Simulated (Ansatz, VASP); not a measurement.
# One calculation of C, two programs

```
C
1.0
     0.00000    1.75402    1.75402
     1.75402    0.00000    1.75402
     1.75402    1.75402    0.00000
C
2
Cartesian
  1.7540 1.7540 1.7540
  2.6310 2.6310 2.6310
```

Alike in both runs: task single point; functional LDA; k mesh 12 × 12 × 12; no spin polarisation.

|  | VASP | Ansatz |
| --- | --- | --- |
| version | VASP 6.6.1 | Ansatz 0.2.0 |
| potentials or method | VASP PAW LDA potentials, release 64 (C), cutoff 520 eV | scalar-relativistic, plane waves, PAW |
| occupations | gaussian, width 0.01 eV | fixed |
| valence electrons in the cell | 8 | 8 |

|  | VASP | Ansatz | Ansatz less VASP |
| --- | --- | --- | --- |
| gap on the k mesh at the Fermi level (eV) | 4.25 | 4.25 | +0.002 |
| least direct gap on the mesh (eV) | 5.68 | 5.68 | -0.003 |
| pressure (GPa) | 11.5 | 9.8 | -1.73 |

LDA's correlation is that of Perdew and Zunger in VASP and of Perdew and Wang (1992) in Ansatz.
